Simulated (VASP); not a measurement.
Set up this calculation in VASP 6.6.1, as the native input.

* Task: single point
* Functional: PBE
* Potentials or basis: VASP PAW PBE potentials, release 64 (Fe)
* Cutoff: 520 eV
* k mesh: 19 × 19 × 19
* Occupations: fermi-dirac, width 0.05 eV
* Spin: collinear spin, ferromagnetic start
* Starting moments: [2.5] μB
* Dipole correction: no
* Further INCAR settings: ALGO = Normal; EDIFF = 1e-07; NBANDS = 14

The structure of Fe lies in POSCAR:

```
Fe
1.0
   -1.3774059607      1.3774059607      1.3774059607
    1.3774059607     -1.3774059607      1.3774059607
    1.3774059607      1.3774059607     -1.3774059607
Fe
1
Direct
    0.0000000000      0.0000000000      0.0000000000
```

The input as run:

INCAR

```
PREC = Accurate
ENCUT = 520
EDIFF = 1E-7
ISMEAR = -1
SIGMA = 0.05
LREAL = False
LASPH = True
NELM = 150
ALGO = Normal
ISIF = 2
LWAVE = False
LCHARG = False
ISPIN = 2
MAGMOM = 2.5
LORBIT = 11
LMAXMIX = 4
GGA = PE
NBANDS = 14
```

KPOINTS

```
Automatic mesh
0
Gamma
  19 19 19
```

Potentials or basis: VASP PAW PBE potentials, release 64 (Fe).

Launch:

```sh
$ cat potpaw_PBE.64/Fe/POTCAR > POTCAR
$ mpirun -np 1 vasp_std > vasp.out
```

Results of the run:

The pressure is 18.9 GPa, the band gap on the k mesh is zero (filled and empty bands overlap) and the net moment is 2.04 μB per cell. The site moments are Fe +2.02 μB and the valence electrons inside the program's atomic spheres are Fe 7.46.

Caveat: the cell stands under pressure.

Wall time 49 s on 1 thread of Intel(R) Xeon(R) 6975P-C (Granite Rapids), on a shared host, peak memory 0.17 GiB.
